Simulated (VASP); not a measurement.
Ga3Si2N, 6 atoms in the cell. The structure is hexagonal, space group P6/mmm (No. 191). Conventional cell: a = 5.518 Å, b = 5.518 Å, c = 4.249 Å, α = 90.00°, β = 90.00°, γ = 120.00°. Within 3.5 Å of Ga (site symmetry mmm) lie 4 Si at 2.66 Å and 4 Ga at 2.76 Å and 4 N at 3.48 Å. Si (site symmetry -6m2) has 6 Ga at 2.66 Å and 3 Si at 3.19 Å and 3 N at 3.19 Å within 3.5 Å. N (site symmetry 6/mmm) has 6 Si at 3.19 Å and 12 Ga at 3.48 Å and 2 N at 4.25 Å within 4.3 Å. The cell was generated, and may not be a known phase.

| Item | Value |
| --- | --- |
| Program | VASP 6.6.1 |
| Task | single point |
| Functional | PBE |
| Potentials or basis | VASP PAW PBE potentials, release 64 (Ga_d, Si, N) |
| Cutoff | 600 eV |
| k mesh | 6 × 6 × 4 |
| Occupations | gaussian, width 0.1 eV |
| Spin | collinear spin, ferromagnetic start |
| Starting moments | [0.0, 0.0, 0.0, 0.0, 0.0, 1.0] μB |
| Dipole correction | no |
| Further INCAR settings | ALGO = Normal; EDIFF = 1e-06; NBANDS = 39 |

Potentials or basis: VASP PAW PBE potentials, release 64 (Ga_d, Si, N).

Launch:

```bash
$ cat potpaw_PBE.64/Ga_d/POTCAR potpaw_PBE.64/Si/POTCAR potpaw_PBE.64/N/POTCAR > POTCAR
$ mpirun -np 1 vasp_std > vasp.out
```

Hardware: 1 thread of Oxide Virtual Turin-like Processor, on a shared host.

Q: Estimate the wall time of this run.

A: Run time: 8 min on 1 thread of Oxide Virtual Turin-like Processor, with other jobs on the host, peak memory 0.4 GiB. Counts: scf iterations 20, k points 21.
